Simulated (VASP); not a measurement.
Runs of VASP 6.6.1 on TiAl. The structure is that of space group Pm-3m (No. 221), or close to it. The cells are those of the table. 

```tsv
task	cell	cutoff (eV)	gap on the mesh (eV)	pressure (GPa)
single point	a = 3.203 Å, 2 atoms	520	none	(a)
single point	a = 3.233 Å, 2 atoms	520	none	-6.1
single point	a = 3.274 Å, 2 atoms	520	none	-9.4
single point	a = 3.107 Å, 2 atoms	520	none	8.6
relaxation of cell and atoms	relaxed from a = 3.168 Å, 2 atoms	600	none	0.0
```

Alike in all rows: level r2SCAN; potentials or basis VASP PAW PBE potentials, release 64 (Ti_sv, Al); no spin polarisation; k mesh 14 × 14 × 14; smearing gaussian 0.1 eV.

Q: Fill in the values left out.

A: (a) -3.2.

Caveats: the PAW data sets were made with another functional, which shifts forces and pressure a little.

A gap of «none» marks levels without a gap at the run's occupations.
